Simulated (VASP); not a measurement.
Tc:

```
Tc
1.0
     2.75815    0.00000    0.00000
    -1.37907    2.38862    0.00000
     0.00000    0.00000    4.42713
Tc
2
Direct
  0.66667 0.33333 0.75000
  0.33333 0.66667 0.25000
```

Base run:

| Item | Value |
| --- | --- |
| Program | VASP 6.6.1 |
| Functional | PBEsol |
| Potentials or basis | VASP PAW PBE potentials, release 64 (Tc_pv) |
| Cutoff | 520 eV |
| k mesh | 11 × 11 × 6 |
| Occupations | fermi-dirac, width 0.05 eV |
| Spin | no spin polarisation |

Its results: band gap on the k mesh zero (band 13 reaches 13.59 eV, above the bottom of band 14 at 10.55 eV); pressure -12.8 GPa.

Q: The run is repeated on the same cell with these changes: functional from PBEsol to LDA; potentials or basis from VASP PAW PBE potentials, release 64 (Tc_pv) to VASP PAW LDA potentials, release 64 (Tc_pv). What comes out?

A: Band gap on the k mesh zero (band 13 reaches 13.57 eV, above the bottom of band 14 at 10.54 eV); pressure -17.3 GPa.

Caveats: the PAW data sets were made with another functional, which shifts forces and pressure a little (some runs).
